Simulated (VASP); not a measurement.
WS2: single point with PBEsol

System: WS2, a slab with vacuum.

```xyz
6
Lattice="3.1832 0.0000 0.0000 -1.5916 2.7567 0.0000 0.0000 0.0000 23.6688" Properties=species:S:1:pos:R:3 pbc="T T T"
W     1.5916    0.9189    8.5842
W     0.0000    1.8378   15.0845
S     1.5916    0.9189   16.6335
S     0.0000    1.8378   10.1434
S     1.5916    0.9189   13.5253
S     0.0000    1.8378    7.0253
```

```json
{"Program": "VASP 6.6.1", "Task": "single point", "Functional": "PBEsol", "Potentials or basis": "VASP PAW PBE potentials, release 64 (W_sv, S)", "Cutoff": "520 eV", "k mesh": "9 × 9 × 2", "Occupations": "gaussian, width 0.02 eV", "Spin": "no spin polarisation", "Dipole correction": "no", "Further INCAR settings": "ALGO = Normal; EDIFF = 1e-06; NBANDS = 35"}
```

```json
{
  "Largest force": "0.156 eV/Å",
  "Band gap on the k mesh": "1.44 eV (least direct gap 1.75 eV)"
}
```

Forces in eV/Å, atoms in the order of the input:
```
W    0.000  0.000 -0.007
W    0.000  0.000 -0.156
S    0.000  0.000  0.090
S    0.000  0.000 -0.068
S    0.000  0.000  0.048
S    0.000  0.000  0.093
```

Levels at points of the mesh, in eV from the valence-band top:
| k point | band 23 | band 24 | band 25 | band 26 | band 27 | band 28 | band 29 | band 30 |
| --- | --- | --- | --- | --- | --- | --- | --- | --- |
| (0.00, 0.00, 0.00) | -1.96 | -1.96 | -0.49 | 0.00 | 2.57 | 2.57 | 2.57 | 2.57 |
| (0.00, 0.00, 0.50) | -1.96 | -1.96 | -0.49 | 0.00 | 2.57 | 2.57 | 2.57 | 2.57 |

It took 100 s on 1 thread of Intel(R) Xeon(R) 6975P-C (Granite Rapids), with other jobs on the host, peak memory 0.38 GiB.

Caveat: the PAW data sets were made with another functional, which shifts forces and pressure a little; spin-orbit coupling is left out, which moves the levels of the heavy elements.
